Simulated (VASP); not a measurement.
Set up this calculation in VASP 6.6.1, as the native input.

```
Task                   : relaxation of cell and atoms
Functional             : PBE
Dispersion             : D3(BJ)
Potentials or basis    : VASP PAW PBE potentials, release 64 (Se, Mo_sv)
Cutoff                 : 600 eV
k mesh                 : 12 × 12 × 1
Occupations            : gaussian, width 0.03 eV
Spin                   : no spin polarisation
Further INCAR settings : ALGO = Normal; EDIFF = 1e-07; IBRION = 2; EDIFFG = -0.005; NSW = 90; ISIF = 3
```

The structure of MoSe2 lies in POSCAR:

```
MoSe2                                   
1.0
    3.2800050236     -0.0000000000      0.0000000000
   -1.6400025118      2.8405676774      0.0000000000
    0.0000000000      0.0000000000     40.5750000000
  Se              Mo            
     8     4
Direct
     0.3333333300000021    0.6666666699999979    0.2234526769459009
     0.3333333300000021    0.6666666699999979    0.3060780561013432
     0.6666666699999979    0.3333333300000021    0.3801688035893028
     0.6666666699999979    0.3333333300000021    0.4627363946363049
     0.3333333300000021    0.6666666699999979    0.5372636053636953
     0.3333333300000021    0.6666666699999979    0.6198311964106971
     0.6666666699999979    0.3333333300000021    0.6939219438986568
     0.6666666699999979    0.3333333300000021    0.7765473230540991
     0.6666666699999979    0.3333333300000021    0.2647695200224557
     0.3333333300000021    0.6666666699999979    0.4214508587641813
     0.6666666699999979    0.3333333300000021    0.5785491412358182
     0.3333333300000021    0.6666666699999979    0.7352304799775442
```

These files were run (other wordings do the same):

INCAR

```
ALGO     = Normal         # electronic algorithm
EDIFF    = 1E-7           # SCF threshold, eV
EDIFFG   = -0.005         # ionic threshold
ENCUT    = 600            # plane-wave cutoff, eV
GGA      = PE             # functional
IBRION   = 2              # ionic algorithm
ISIF     = 3              # what is computed and relaxed
ISMEAR   = 0              # smearing method
IVDW     = 12             # dispersion correction
KPAR     = 8            
LASPH    = T              # aspherical terms in the spheres
LATTICE_CONSTRAINTS= .TRUE. .TRUE. .FALSE.
LCHARG   = F              # write CHGCAR
LREAL    = F              # projectors in reciprocal space
LWAVE    = F              # write WAVECAR
NELM     = 80             # most SCF steps
NSW      = 90             # ionic steps
PREC     = Accurate       # precision mode
SIGMA    = 0.03           # smearing width, eV
```

KPOINTS

```
k-points
0
Gamma
  12 12 1
```

Potentials or basis: VASP PAW PBE potentials, release 64 (Se, Mo_sv).

Launch:

```bash
$ cat potpaw_PBE.64/Se/POTCAR potpaw_PBE.64/Mo_sv/POTCAR > POTCAR
$ mpirun -np 8 vasp_std > vasp.out
```

Results of the run:

```yaml
Relaxed_cell: a = 3.280 Å, b = 3.280 Å, c = 40.575 Å, α = 90.00°, β = 90.00°, γ = 120.00°
Space_group_after_relaxing_to_0.1_Å: P-3m1 (No. 164)
Energy_gained_by_relaxing: 0.0 meV/atom
Ionic_steps: 12
Largest_force_after_relaxing: 0.003 eV/Å
Band_gap_on_the_k_mesh: 0.87 eV (least direct gap 1.48 eV)
Dispersion_energy_per_atom: -0.444 eV
```

It took 15 min on 8 MPI ranks on Intel(R) Xeon(R) Platinum 8559C (Emerald Rapids) (shared host), peak memory 0.88 GiB a rank.
